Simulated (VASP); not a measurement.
Crystal: V.

```
V
1.0
     2.59245    0.00000    0.00000
    -1.29623    2.24513    0.00000
     0.00000    0.00000    2.42232
V
1
Direct
  0.00000 0.00000 0.00000
```

This isn't the form of V at room conditions, which is bcc.

```yaml
Program: VASP 6.6.1
Task: relaxation of cell and atoms
Functional: PBEsol
Potentials_or_basis: VASP PAW PBE potentials, release 64 (V_sv)
Cutoff: 500 eV
k_mesh: 9 × 9 × 8
Occupations: gaussian, width 0.1 eV
Spin: no spin polarisation
```

At the start: pressure -6.4 GPa; volume 14.10 Å³/atom.

Task: How do energy, volume and symmetry change on relaxing?

Result: Over 3 steps the energy falls by 11.1 meV/atom and the volume is 13.56 Å³/atom (-3.8 %); space group P6/mmm (No. 191, to 0.1 Å) before and after.

The path:
```
step  energy change (eV)  largest force (eV/Å)  pressure (GPa)  volume (Å³)
   1              0.0000                0.0000           -6.36        14.10
   2              0.0031                0.0000            8.26        12.99
   3             -0.0111                0.0000           -0.05        13.56
```

Final structure:
```xyz
1
Lattice="2.5587 0.0000 0.0000 -1.2793 2.2159 0.0000 0.0000 0.0000 2.3923" Properties=species:S:1:pos:R:3 pbc="T T T"
V     0.0000    0.0000    0.0000
```

Caveat: the PAW data sets were made with another functional, which shifts forces and pressure a little.
